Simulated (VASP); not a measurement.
Input of a VASP 6.6.1 run:

INCAR

```
SYSTEM = KSi2Sb3
ALGO = Normal ; EDIFF = 1E-6
ENCUT = 520 ; GGA = PE
ISIF = 2 ; ISMEAR = 0
LASPH = .TRUE. ; LCHARG = .FALSE.
LREAL = .FALSE. ; LWAVE = .FALSE.
NBANDS = 25 ; NELM = 80
PREC = Accurate ; SIGMA = 0.1
```

Contents of KPOINTS:

```
k-points
0
G
  3 3 2
  0 0 0
```

POSCAR

```
KSi2Sb3
1.0
    6.3525724500      0.0000000000      0.0000000000
   -3.1762862300      5.5014891300      0.0000000000
    0.0000000000      0.0000000000     10.0978265800
K Si Sb
1 2 3
Direct
    0.0000000000      0.0000000000      0.0000000000
    0.3333333300      0.6666666700      0.5000000000
    0.6666666700      0.3333333300      0.5000000000
    0.0000000000      0.0000000000      0.5000000000
    0.3333333300      0.6666666700      0.0000000000
    0.6666666700      0.3333333300      0.0000000000
```

Potentials or basis: VASP PAW PBE potentials, release 64 (K_sv, Si, Sb).

The run is started by

```console
$ cat potpaw_PBE.64/K_sv/POTCAR potpaw_PBE.64/Si/POTCAR potpaw_PBE.64/Sb/POTCAR > POTCAR
$ mpirun -np 1 vasp_std > vasp.out
```

(1) What does it give for the pressure?

(2) What does it give for the band gap on the k mesh?

Answers

(1) -4.7 GPa.

(2) zero (bands 16 and 17 overlap by 1.02 eV).

Caveat: the k points lie up to 0.38 Å⁻¹ apart, too coarse for converged energies and pressures of a metal; spin-orbit coupling is left out, which moves the levels of the heavy elements.
